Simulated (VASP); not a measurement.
# CsEu (P-6m2) in VASP: a series of runs, part 3 of 3

VASP 6.6.1. Earlier steps stand in the parts before.

## 5. Single point, PBE, collinear spin, ferromagnetic start

This run uses another cell than the first one, of 67.39 Å³/atom.

File INCAR:

```
PREC = Accurate
ENCUT = 520
EDIFF = 1E-6
ISMEAR = -1
SIGMA = 0.1
LREAL = False
LASPH = True
NELM = 150
ALGO = Normal
ISIF = 2
LWAVE = False
LCHARG = False
ISPIN = 2
MAGMOM = 0 9.1
LORBIT = 11
LMAXMIX = 6
GGA = PE
NBANDS = 24
```

File KPOINTS:

```
regular mesh
0
Gamma
  8 8 4
```

File POSCAR:

```
CsEu
1.0
    4.4269020918      0.0000000000      0.0000000000
   -2.2134510459      3.8338095395      0.0000000000
    0.0000000000      0.0000000000      7.9413283979
Cs Eu
1 1
Direct
    0.0000000000      0.0000000000      0.5000000000
    0.6666666667      0.3333333333      0.0000000000
```

Started as:

```
$ cat potpaw_PBE.64/Cs_sv/POTCAR potpaw_PBE.64/Eu/POTCAR > POTCAR
$ mpirun -np 1 vasp_std > vasp.out
```

Wall time 3.6 min (1 thread of AMD EPYC 9R45 (Zen 5), shared host); peak memory 0.41 GiB.

The run converged. Its results:

```yaml
Free_energy: -11.7362 eV
Pressure: -0.1 GPa
Net_moment: 7.64 μB per cell
Site_moments: Cs +0.02; Eu +6.75 μB
Valence_electrons_inside_the_program's_atomic_spheres: Cs 6.55; Eu 14.72
```

Stress tensor (GPa, compression positive):
```
-0.18  0.00  0.00
 0.00 -0.18  0.00
 0.00  0.00 -0.08
```

Levels at points of the mesh, in eV from the Fermi level:
Spin up:
```tsv
k point	band 13	band 14	band 15	band 16	band 17	band 18	band 19	band 20	band 21	band 22
(0.00, 0.00, 0.00)	-0.56	-0.56	-0.54	-0.54	-0.51	0.36	1.57	1.57	1.59	2.53
(0.50, 0.00, 0.00)	-0.55	-0.54	-0.54	-0.53	-0.17	-0.06	0.51	1.19	1.76	1.87
(0.00, 0.00, 0.50)	-0.56	-0.56	-0.54	-0.54	-0.51	0.76	1.27	1.54	1.54	2.38
(0.50, 0.00, 0.50)	-0.55	-0.55	-0.53	-0.53	-0.33	0.22	0.76	0.93	1.97	2.12
```
Spin down:
```
           k point  band 5  band 6  band 7  band 8  band 9  band 10  band 11  band 12  band 13  band 14
(0.00, 0.00, 0.00)  -18.50  -10.30  -10.05  -10.05   -2.62    -0.42     0.90     2.07     2.47     2.47
(0.50, 0.00, 0.00)  -18.53  -10.75  -10.21  -10.18   -0.34     0.28     0.51     0.94     1.67     2.23
(0.00, 0.00, 0.50)  -18.50  -10.31  -10.05  -10.05   -2.15    -1.19     1.40     1.48     2.44     2.44
(0.50, 0.00, 0.50)  -18.53  -10.74  -10.21  -10.18   -0.46     0.15     0.78     1.20     1.41     2.27
```

Caveat: spin-orbit coupling is left out, which moves the levels of the heavy elements; semilocal functionals describe open f shells poorly, which spoils levels, moments and volumes. The state reached can hang on the start; a lower one may exist.

## 6. Summary

```csv
cell,gap on the mesh (eV),pressure (GPa),moment (μB)
"a = 4.310, b = 4.310, c = 7.732 Å, angles 90.0, 90.0, 120.0°, 2 atoms",none,0.2,7.72
"a = 4.350, b = 4.350, c = 7.803 Å, angles 90.0, 90.0, 120.0°, 2 atoms",none,0.1,7.69
"a = 4.389, b = 4.389, c = 7.873 Å, angles 90.0, 90.0, 120.0°, 2 atoms",none,0.0,7.66
"a = 4.427, b = 4.427, c = 7.941 Å, angles 90.0, 90.0, 120.0°, 2 atoms",none,-0.1,7.64
```

Alike in all rows: task single point; level PBE; potentials or basis VASP PAW PBE potentials, release 64 (Cs_sv, Eu); spin collinear, ferromagnetic start; k mesh 8 × 8 × 4; cutoff (eV) 520; smearing fermi-dirac 0.1 eV.

Caveats: spin-orbit coupling is left out, which moves the levels of the heavy elements; semilocal functionals describe open f shells poorly, which spoils levels, moments and volumes.

Total energies depend on the potentials used, so only differences within one code and one set of settings carry meaning.
